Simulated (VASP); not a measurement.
A run of VASP 6.6.1 is set up as follows.

File INCAR:

```
SYSTEM = Pt
  PREC = Accurate
  ENCUT = 500
  EDIFF = 1E-6
  ISMEAR = 0
  SIGMA = 0.1
  LREAL = .FALSE.
  LASPH = .TRUE.
  NELM = 120
  ALGO = Normal
  ISIF = 2
  LWAVE = .FALSE.
  LCHARG = .TRUE.
  GGA = PE
  LELF = .TRUE.
  LVHAR = .TRUE.
  NBANDS = 11
  GGA_COMPAT = .FALSE.
```

The input KPOINTS:

```
Automatic mesh
0
G
  8 8 8
  0 0 0
```

POSCAR

```
Pt
1.0
    0.0000000000      1.7555492766      1.7555492766
    1.7555492766      0.0000000000      1.7555492766
    1.7555492766      1.7555492766      0.0000000000
Pt
1
Direct
    0.0000000000      0.0000000000      0.0000000000
```

Potentials or basis: VASP PAW PBE potentials, release 64 (Pt).

Run with:

```sh
$ cat potpaw_PBE.64/Pt/POTCAR > POTCAR
$ mpirun -np 1 vasp_std > vasp.out
```

Q: What does it give for the band gap on the k mesh?

A: Zero (band 5 reaches 19.92 eV, above the bottom of band 6 at 15.95 eV).

Q: Predict the pressure.

A: 241.9 GPa.

Caveat: the k points lie up to 0.39 Å⁻¹ apart; spin-orbit coupling is left out, which moves the levels of the heavy elements.
